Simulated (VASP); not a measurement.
Runs of VASP 6.6.1 on Cd. The structure is that of space group P6_3/mmc (No. 194), or close to it. The cells are those of the table. 

```csv
level,U,cell,k mesh,smearing,gap on the mesh (eV),pressure (GPa),largest force (eV/Å)
PBE,-,"a = 2.979, b = 2.979, c = 5.618 Å, angles 90.0, 90.0, 120.0°, 2 atoms",3 × 3 × 1,gaussian 0.1 eV,none,15.7,-
PBE,-,"a = 2.979, b = 2.979, c = 5.618 Å, angles 90.0, 90.0, 120.0°, 2 atoms",6 × 6 × 4,methfessel-paxton 0.272114 eV,none,4.2,-
PBEsol,-,"a = 2.954, b = 2.954, c = 5.570 Å, angles 90.0, 90.0, 120.0°, 2 atoms",6 × 6 × 4,gaussian 0.1 eV,none,1.4,-
revPBE,-,"a = 2.979, b = 2.979, c = 5.618 Å, angles 90.0, 90.0, 120.0°, 2 atoms",1 × 4 × 5,gaussian 0.1 eV,none,-10.2,0.18
PBE,-,"a = 2.979, b = 2.979, c = 5.618 Å, angles 90.0, 90.0, 120.0°, 2 atoms","3 × 3 × 1, shifted",gaussian 0.1 eV,none,(b),-
PBE+U,Cd d U = 2.2 eV,"a = 2.979, b = 2.979, c = 5.618 Å, angles 90.0, 90.0, 120.0°, 2 atoms","3 × 2 × 2, shifted",gaussian 0.1 eV,none,(a),0.03
PBE,-,"a = 2.979, b = 2.979, c = 5.618 Å, angles 90.0, 90.0, 120.0°, 2 atoms",4 × 2 × 2,gaussian 0.1 eV,none,2.0,0.01
PBE,-,"a = 2.979, b = 2.979, c = 5.618 Å, angles 90.0, 90.0, 120.0°, 2 atoms",2 × 2 × 1,gaussian 0.1 eV,none,(c),-
revPBE,-,"a = 2.895, b = 2.895, c = 5.460 Å, angles 90.0, 90.0, 120.0°, 2 atoms",6 × 6 × 4,methfessel-paxton 0.029 eV,none,13.4,-
```

Alike in all rows: task single point; potentials or basis VASP PAW PBE potentials, release 64 (Cd); no spin polarisation; cutoff (eV) 500.

Estimate the missing entries.

(a) 2.6; (b) 4.8; (c) 7.7.

Caveats: all runs use coarse meshes; the PAW data sets were made with another functional, which shifts forces and pressure a little (at least some runs); U without spin polarisation on a metal has little footing (at least some runs); the U is typed as a test and isn't derived for this compound (at least some runs).

A k mesh can miss the band edges, and the runs leave out spin-orbit coupling on Cd.

A gap of «none» marks levels without a gap at the run's occupations.
